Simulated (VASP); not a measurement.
# Pd3Cl in VASP: a series of runs

The runs below take Pd3Cl through single point, with PBE.

All numbers are computed with VASP 6.6.1; they aren't measurements. Logs are shortened: lines on timing, memory, paths and dates and some standing lists are left out, and cuts for length are marked.

**1. The cell of the first run**

The cell holds a slab with vacuum, 4 atoms: a = 2.788 Å, b = 2.788 Å, c = 20.052 Å, α = 90.00°, β = 90.00°, γ = 120.00°.

**2. Single point, PBE**

The input, INCAR:

```
SYSTEM = Pd3Cl
  PREC = Accurate
  ENCUT = 520
  EDIFF = 1E-6
  ISMEAR = 0
  SIGMA = 0.1
  LREAL = .False.
  LASPH = .True.
  NELM = 100
  ALGO = Normal
  ISIF = 2
  LWAVE = .False.
  LCHARG = .False.
  LDIPOL = .True.
  IDIPOL = 3
  DIPOL = 0.5 0.5 0.370
  GGA = PE
  NBANDS = 26
```

The input, KPOINTS:

```
regular mesh
0
Gamma
  12 12 1
  0 0 0
```

The input, POSCAR:

```
Pd3Cl
1.0
    2.7875943961      0.0000000000      0.0000000000
   -1.3937971981      2.4141275625      0.0000000000
    0.0000000000      0.0000000000     20.0521225868
Pd Cl
3 1
Direct
    0.6666666667      0.3333333333      0.1994801290
    0.3333333333      0.6666666667      0.3129873791
    0.0000000000      0.0000000000      0.4264946292
    0.0000000000      0.0000000000      0.5413833596
```

Potentials or basis: VASP PAW PBE potentials, release 64 (Pd, Cl).

Launch:

```
$ cat potpaw_PBE.64/Pd/POTCAR potpaw_PBE.64/Cl/POTCAR > POTCAR
$ mpirun -np 1 vasp_std > vasp.out
```

OUTCAR:

```text
SYSTEM = Pd3Cl
   PREC = Accurate
   ENCUT = 520
   EDIFF = 1E-6
   ISMEAR = 0
   LREAL = .False.
   LASPH = .True.
   NELM = 100
   ISIF = 2
   GGA = PE

 ion  position               nearest neighbor table
   1  0.667  0.333  0.199-   2 2.79   2 2.79   2 2.79
   2  0.333  0.667  0.313-   1 2.79   3 2.79   1 2.79   3 2.79   3 2.79   1 2.79
   3  0.000  0.000  0.426-   4 2.30   2 2.79   2 2.79   2 2.79
   4  0.000  0.000  0.541-   3 2.30

  LATTYP: Found a hexagonal cell.
 ALAT       =     2.7875943961
 C/A-ratio  =     7.1933429823

  Lattice vectors:

 A1 = (   2.7875943961,   0.0000000000,   0.0000000000)
 A2 = (  -1.3937971981,   2.4141275625,   0.0000000000)
 A3 = (   0.0000000000,   0.0000000000,  20.0521225868)

Analysis of symmetry for initial positions (statically):
=====================================================================
 Subroutine PRICEL returns:
 Original cell was already a primitive cell.

 Routine SETGRP: Setting up the symmetry group for a
 hexagonal supercell.

 Subroutine GETGRP returns: Found  6 space group operations
 (whereof  6 operations were pure point group operations)
 out of a pool of 24 trial point group operations.

The static configuration has the point symmetry C_3v.

Analysis of symmetry for dynamics (positions and initial velocities):
=====================================================================
 Subroutine PRICEL returns:
 Original cell was already a primitive cell.

 Routine SETGRP: Setting up the symmetry group for a
 hexagonal supercell.

 Subroutine GETGRP returns: Found  6 space group operations
 (whereof  6 operations were pure point group operations)
 out of a pool of 24 trial point group operations.

The dynamic configuration has the point symmetry C_3v.

 Subroutine INISYM returns: Found  6 space group operations
 (whereof  6 operations are pure point group operations),
 and found     1 'primitive' translations

----------------------------------------------------------------------------------------

                                     Primitive cell

  volume of cell :     134.9429

  direct lattice vectors                    reciprocal lattice vectors
     2.787594396  0.000000000  0.000000000     0.358732246  0.207114159  0.000000000
    -1.393797198  2.414127563  0.000000000     0.000000000  0.414228318  0.000000000
     0.000000000  0.000000000 20.052122587     0.000000000  0.000000000  0.049870032

  length of vectors
     2.787594396  2.787594396 20.052122587     0.414228318  0.414228318  0.049870032

  position of ions in fractional coordinates (direct lattice)
     0.666666667  0.333333333  0.199480129
     0.333333333  0.666666667  0.312987379
     0.000000000  0.000000000  0.426494629
     0.000000000  0.000000000  0.541383360

  ion indices of the primitive-cell ions
   primitive index   ion index
                 1           1
                 2           2
                 3           3
                 4           4

----------------------------------------------------------------------------------------

 KPOINTS: regular mesh

Automatic generation of k-mesh.
 Grid dimensions read from file:
 generate k-points for:   12   12    1

 Generating k-lattice:

  Cartesian coordinates                     Fractional coordinates (reciprocal lattice)
     0.029894354  0.017259513  0.000000000     0.083333333  0.000000000  0.000000000
     0.000000000  0.034519027  0.000000000     0.000000000  0.083333333  0.000000000
     0.000000000  0.000000000  0.049870032     0.000000000  0.000000000  1.000000000

  Length of vectors
     0.034519027  0.034519027  0.049870032

  Shift w.r.t. Gamma in fractional coordinates (k-lattice)
     0.000000000  0.000000000  0.000000000

 Subroutine IBZKPT returns following result:
 ===========================================

 Found     19 irreducible k-points:

 Following reciprocal coordinates:
            Coordinates               Weight
  0.000000  0.000000  0.000000      1.000000
  0.083333 -0.000000  0.000000      6.000000
  0.166667 -0.000000  0.000000      6.000000
  0.250000  0.000000  0.000000      6.000000
  0.333333 -0.000000  0.000000      6.000000
  0.416667 -0.000000  0.000000      6.000000
[... 11 lines left out ...]
  0.333333  0.250000  0.000000     12.000000
  0.333333  0.333333  0.000000      2.000000
   k-points           NKPTS =     19   k-points in BZ     NKDIM =     19   number of bands    NBANDS=     26
   number of dos      NEDOS =    301   number of ions     NIONS =      4
   total plane-waves  NPLWV =  86400
   dimension x,y,z NGX =    24 NGY =   24 NGZ =  150
   dimension x,y,z NGXF=    48 NGYF=   48 NGZF=  300
   ions per type =               3   1
   NGX,Y,Z   is equivalent  to a cutoff of  14.31, 14.31, 12.44 a.u.
   NGXF,Y,Z  is equivalent  to a cutoff of  28.63, 28.63, 24.87 a.u.
 SYSTEM =  Pd3Cl
   PREC   = accura    normal or accurate (medium, high low for compatibility)
   ISTART =      0    job   : 0-new  1-cont  2-samecut
   ICHARG =      2    charge: 1-file 2-atom 10-const
   ISPIN  =      1    spin polarized calculation?
   LNONCOLLINEAR =      F non collinear calculations
   LSORBIT =      F    spin-orbit coupling
   LASPH  =      T    aspherical Exc in radial PAW
   ENCUT  =  520.0 eV  38.22 Ry    6.18 a.u.   5.18  5.18 37.28*2*pi/ulx,y,z
   NELM   =    100;   NELMIN=  2; NELMDL= -5     # of ELM steps
   EDIFF  = 0.1E-05   stopping-criterion for ELM
   LREAL  =      F    real-space projection
   EDIFFG = 0.1E-04   stopping-criterion for IOM
   NSW    =      0    number of steps for IOM
   IBRION =     -1    ionic relax: 0-MD 1-quasi-New 2-CG
   NFREE  =      0    steps in history (QN), initial steepest desc. (CG)
   ISIF   =      2    stress and relaxation
   ISYM   =      2    0-nonsym 1-usesym 2-fastsym
   POTIM  = 0.5000    time-step for ionic-motion
   TEBEG  =    0.0;   TEEND  =   0.0 temperature during run
   PSTRESS=    0.0 pullay stress
   NELECT =      37.0000    total number of electrons
   NUPDOWN=      -1.0000    fix difference up-down
   EMIN   =  10.00;   EMAX   =-10.00  energy-range for DOS
   EFERMI =   0.00;   METHOD = LEGACY
   ISMEAR =     0;   SIGMA  =   0.10  broadening in eV -4-tet -1-fermi 0-gaus
   EFERMI_NEDOS =   21; number of points for ismear=-14 and -15
   IALGO  =     38    algorithm
   IMIX   =      4    mixing-type and parameters
     AMIX     =   0.40;   BMIX     =  1.00
     AMIX_MAG =   1.60;   BMIX_MAG =  1.00
  volume/ion in A,a.u.               =      33.74       227.66
  Fermi-wavevector in a.u.,A,eV,Ry     =   1.063552  2.009822 15.390130  1.131143
  Thomas-Fermi vector in A             =   2.199041
   LORBIT       =      0    0 simple, 1 ext, 2 COOP (PROOUT), +10 PAW based schemes
   GGA     = PE    functional components
   LHFCALC =     F    Hartree Fock is set to
   AEXX    =    0.0000 exact exchange contribution
   IVDW    =     0    specifies the selected vdW correction
   LEPSILON=     F    determine dielectric tensor
   LRPA    =     F    only Hartree local field effects (RPA)
 non-spin polarized calculation
 Gauss-broadening in eV      SIGMA  =   0.10
  energy-cutoff  :      520.00
  volume of cell :      134.94
 maximum number of plane-waves:      3666
 NGX is ok and might be reduce to    24
   NGX = 11   NGY = 11   NGZ = 75

 dipolmoment           0.000000      0.000000     -0.001303 electrons x Angstroem

 number of electron      37.0000001 magnetization

 dipolmoment           0.000000      0.000000      0.014323 electrons x Angstroem

 Free energy of the ion-electron system (eV)
  ---------------------------------------------------
  ext. energy  EPLUGINS =         0.00000000
  ---------------------------------------------------
  free energy    TOTEN  =       -16.47924561 eV

  energy without entropy =      -16.44196688  energy(sigma->0) =      -16.46060625

 E-fermi :   0.9537     XC(G=0):  -6.4168

 val. band max:        0.9481340936   @ k =   0.3333   0.1667   0.0000
 cond. band min:       0.9567251964   @ k =   0.3333   0.0833   0.0000
 fundamental gap:      0.0085911028
 Fermi energy:         0.9536944706

 k-point     1 :       0.0000    0.0000    0.0000
  band No.  band energies     occupation
      1     -16.0186      2.00000
      2      -5.5706      2.00000
      3      -4.6124      2.00000
      4      -4.1414      2.00000
      5      -3.7253      2.00000
      6      -1.6867      2.00000
[... 18 lines left out ...]
     25       6.9221      0.00000
     26       7.8036      0.00000

 k-point     2 :       0.0833   -0.0000    0.0000
  band No.  band energies     occupation
      1     -15.9053      2.00000
      2      -5.4021      2.00000
      3      -4.4725      2.00000
      4      -3.9745      2.00000
      5      -3.5453      2.00000
      6      -1.8263      2.00000
[... 18 lines left out ...]
     25       7.1133      0.00000
     26       7.9564      0.00000

 k-point     3 :       0.1667   -0.0000    0.0000
  band No.  band energies     occupation
      1     -15.5767      2.00000
      2      -4.9740      2.00000
      3      -4.0914      2.00000
      4      -3.5501      2.00000
      5      -3.1032      2.00000
      6      -2.1734      2.00000
[... 18 lines left out ...]
     25       7.6725      0.00000
     26       8.4206      0.00000

 k-point     4 :       0.2500    0.0000    0.0000
  band No.  band energies     occupation
      1     -15.0715      2.00000
      2      -4.4795      2.00000
      3      -3.6656      2.00000
      4      -3.3371      2.00000
      5      -2.9075      2.00000
      6      -2.7323      2.00000
[... 18 lines left out ...]
     25       8.5158      0.00000
     26       9.2232      0.00000
[... 351 lines left out ...]
      1     -13.7778      2.00000
      2      -4.5157      2.00000
      3      -3.6544      2.00000
      4      -3.0177      2.00000
      5      -2.9475      2.00000
      6      -2.7119      2.00000
[... 18 lines left out ...]
     25      10.1127      0.00000
     26      10.5267      0.00000

 k-point    18 :       0.3333    0.2500    0.0000
  band No.  band energies     occupation
      1     -13.4769      2.00000
      2      -4.7104      2.00000
      3      -3.5354      2.00000
      4      -3.2351      2.00000
      5      -2.9919      2.00000
      6      -2.8885      2.00000
[... 18 lines left out ...]
     25       9.6598      0.00000
     26      10.6188      0.00000

 k-point    19 :       0.3333    0.3333    0.0000
  band No.  band energies     occupation
      1     -13.3671      2.00000
      2      -4.1348      2.00000
      3      -4.1141      2.00000
      4      -3.4576      2.00000
      5      -2.8338      2.00000
      6      -2.7852      2.00000
[... 18 lines left out ...]
     25       9.4975      0.00000
     26      10.0984      0.00000

------------------------ aborting loop because EDIFF is reached ----------------------------------------

 vacuum level on the upper side and lower side of the slab       (xc-potential included)         0.072        -0.205

  FORCE on cell =-STRESS in cart. coord.  units (eV):
  Direction    XX          YY          ZZ          XY          YZ          ZX
  --------------------------------------------------------------------------------------
  -------------------------------------------------------------------------------------
  Total        1.7101718      1.7101718     -0.3201302     -0.0000000     -0.0000000     -0.0000000
  in kB       20.3048686     20.3048686     -3.8009050     -0.0000000     -0.0000000     -0.0000000
  external PRESSURE =      12.2696107 kB  Pullay stress =       0.0000000 kB

 VOLUME and BASIS-vectors are now :
 -----------------------------------------------------------------------------
  energy-cutoff  :      520.00
  volume of cell :      134.94
      direct lattice vectors                 reciprocal lattice vectors
     2.787594396  0.000000000  0.000000000     0.358732246  0.207114159  0.000000000
    -1.393797198  2.414127563  0.000000000     0.000000000  0.414228318  0.000000000
     0.000000000  0.000000000 20.052122587     0.000000000  0.000000000  0.049870032

 POSITION                                       TOTAL-FORCE (eV/Angst)
 -----------------------------------------------------------------------------------
      1.39380      0.80471      4.00000         0.000000     -0.000000      0.022012
     -0.00000      1.60942      6.27606        -0.000000     -0.000000      0.071690
      0.00000      0.00000      8.55212         0.000000     -0.000000     -0.085072
      0.00000      0.00000     10.85589        -0.000000      0.000000     -0.008630
 -----------------------------------------------------------------------------------
    total drift:                                0.000000      0.000000     -0.000788

  FREE ENERGIE OF THE ION-ELECTRON SYSTEM (eV)
  ---------------------------------------------------
  free  energy   TOTEN  =       -16.4792456126 eV

  energy  without entropy=      -16.4419668813  energy(sigma->0) =      -16.46060625

 vacuum level on the upper side and lower side of the slab         6.469         6.081
```

Run time: 1.7 min. Hardware: 1 thread of Intel Xeon 6975P-C (Granite Rapids), shared host; peak memory 0.29 GiB.

Results:

| Quantity | Value |
| --- | --- |
| Free energy | -16.4792 eV |
| Largest force | 0.085 eV/Å |

Forces in eV/Å, atoms in the order of the input:
```
Pd   0.000  0.000  0.022
Pd   0.000  0.000  0.072
Pd   0.000  0.000 -0.085
Cl   0.000  0.000 -0.009
```

Levels at points of the mesh, in eV from the Fermi level:
| k point | band 15 | band 16 | band 17 | band 18 | band 19 | band 20 | band 21 | band 22 | band 23 | band 24 |
| --- | --- | --- | --- | --- | --- | --- | --- | --- | --- | --- |
| (0.00, 0.00, 0.00) | -1.49 | -0.91 | -0.91 | -0.22 | -0.22 | 0.82 | 0.92 | 0.92 | 4.00 | 5.08 |
| (0.50, 0.00, 0.00) | -0.18 | -0.11 | 0.09 | 0.22 | 0.33 | 2.06 | 3.37 | 3.69 | 7.11 | 7.75 |

Caveat: an odd number of electrons without spin polarisation forces a metal; a magnetic or distorted state may lie lower.

**3. Single point, PBE**

The input, INCAR:

```
SYSTEM = Pd3Cl
ALGO = Normal
DIPOL = 0.5 0.5 0.369
EDIFF = 1E-6
ENCUT = 520
GGA = PE
IDIPOL = 3
ISIF = 2
ISMEAR = 0
LASPH = .TRUE.
LCHARG = .FALSE.
LDIPOL = .TRUE.
LREAL = .FALSE.
LWAVE = .FALSE.
NBANDS = 26
NELM = 80
PREC = Accurate
SIGMA = 0.1
```

The input, KPOINTS:

```
k-points
0
G
  12 12 1
  0 0 0
```

Changes to POSCAR since step 2:

```diff
@@ -11,2 +11,2 @@
     0.0000000000      0.0000000000      0.4264946292
-    0.0000000000      0.0000000000      0.5413833596
+    0.3333333333      0.6666666667      0.5354687343
```

Potentials or basis: VASP PAW PBE potentials, release 64 (Pd, Cl).

Launch:

```
$ cat potpaw_PBE.64/Pd/POTCAR potpaw_PBE.64/Cl/POTCAR > POTCAR
$ mpirun -np 1 vasp_std > vasp.out
```

It took 1.9 min on 1 thread of Intel Xeon 6975P-C (Granite Rapids), shared host; peak memory 0.29 GiB.

It converged, with:

```yaml
Free_energy: -16.1681 eV
Largest_force: 0.087 eV/Å
```

Forces on the atoms (eV/Å):
```
Pd   0.000  0.000  0.021
Pd   0.000  0.000  0.056
Pd   0.000  0.000 -0.087
Cl   0.000  0.000  0.010
```

Levels at points of the mesh, in eV from the Fermi level:
```
           k point  band 17  band 18  band 19  band 20  band 21  band 22
(0.00, 0.00, 0.00)    -0.79    -0.17    -0.17     0.84     0.86     0.86
(0.50, 0.00, 0.00)     0.06     0.15     0.30     2.47     3.69     3.89
```

Caveat: an odd number of electrons without spin polarisation forces a metal; a magnetic or distorted state may lie lower.

**4. Single point, PBE**

The input, INCAR:

```
SYSTEM = Pd3Cl
PREC = Accurate ; ENCUT = 520
EDIFF = 1E-6 ; ISMEAR = 0
SIGMA = 0.1 ; LREAL = .False.
LASPH = .True. ; NELM = 60
ALGO = Normal ; ISIF = 2
LWAVE = .False. ; LCHARG = .False.
LDIPOL = .True. ; IDIPOL = 3
DIPOL = 0.5 0.5 0.368 ; GGA = PE
NBANDS = 26
```

The input, KPOINTS:

```
regular mesh
0
Gamma
  12 12 1
  0 0 0
```

Changes to POSCAR since step 3:

```diff
@@ -11,2 +11,2 @@
     0.0000000000      0.0000000000      0.4264946292
-    0.3333333333      0.6666666667      0.5354687343
+    0.6666666667      0.3333333333      0.5321039099
```

Launch:

```
$ cat potpaw_PBE.64/Pd/POTCAR potpaw_PBE.64/Cl/POTCAR > POTCAR
$ mpirun -np 1 vasp_std > vasp.out
```

Wall time 96 s (1 thread of Intel Xeon 6975P-C (Granite Rapids), shared host); peak memory 0.29 GiB.

The run converged. Its results:

- Free energy: -16.2080 eV
- Largest force: 0.181 eV/Å

Forces on the atoms (eV/Å):
```
Pd   0.000  0.000  0.063
Pd   0.000  0.000  0.116
Pd   0.000  0.000 -0.181
Cl   0.000  0.000  0.002
```

Levels at points of the mesh, in eV from the Fermi level:
| k point | band 16 | band 17 | band 18 | band 19 | band 20 | band 21 | band 22 | band 23 |
| --- | --- | --- | --- | --- | --- | --- | --- | --- |
| (0.00, 0.00, 0.00) | -0.86 | -0.86 | -0.20 | -0.20 | 0.80 | 0.80 | 0.88 | 4.52 |
| (0.50, 0.00, 0.00) | -0.02 | 0.01 | 0.14 | 0.33 | 2.36 | 3.65 | 4.05 | 6.92 |

Caveat: an odd number of electrons without spin polarisation forces a metal; a magnetic or distorted state may lie lower.
